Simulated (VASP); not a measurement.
Wanted: the native input for a VASP 6.6.1 run.

| Item | Value |
| --- | --- |
| Task | single point |
| Functional | PBEsol |
| Potentials or basis | VASP PAW PBE potentials, release 64 (Os) |
| Cutoff | 520 eV |
| k mesh | 14 × 14 × 14 |
| Occupations | fermi-dirac, width 0.05 eV |
| Spin | no spin polarisation |
| Dipole correction | no |
| Further INCAR settings | ALGO = Normal; EDIFF = 1e-06; NBANDS = 15 |

The structure of Os lies in POSCAR:

```
Os
1.0
    0.0000000000      2.7503862015      2.7503862015
    2.7503862015      0.0000000000      2.7503862015
    2.7503862015      2.7503862015      0.0000000000
Os
2
Direct
    0.0000000000      0.0000000000      0.0000000000
    0.2500000000      0.2500000000      0.2500000000
```

This isn't the form of Os at room conditions, which is hcp.

One way to write it, as run:

INCAR

```
SYSTEM = Os
  PREC = Accurate
  ENCUT = 520
  EDIFF = 1E-6
  ISMEAR = -1
  SIGMA = 0.05
  LREAL = .FALSE.
  LASPH = .TRUE.
  NELM = 80
  ALGO = Normal
  ISIF = 2
  LWAVE = .FALSE.
  LCHARG = .FALSE.
  GGA = PS
  NBANDS = 15
```

KPOINTS

```
Automatic mesh
0
G
  14 14 14
  0 0 0
```

Potentials or basis: VASP PAW PBE potentials, release 64 (Os).

Command:

```sh
$ cat potpaw_PBE.64/Os/POTCAR > POTCAR
$ mpirun -np 1 vasp_std > vasp.out
```

It gave:

| Quantity | Value |
| --- | --- |
| Pressure | -1.0 GPa |
| Band gap on the k mesh | zero (bands 8 and 9 overlap by 1.10 eV) |

Caveat: the PAW data sets were made with another functional, which shifts forces and pressure a little; spin-orbit coupling is left out, which moves the levels of the heavy elements.

Wall time 45 s on 1 thread of Intel(R) Xeon(R) Platinum 8259CL CPU @ 2.50GHz (Skylake/Cascade Lake), on a shared host, peak memory 0.2 GiB.
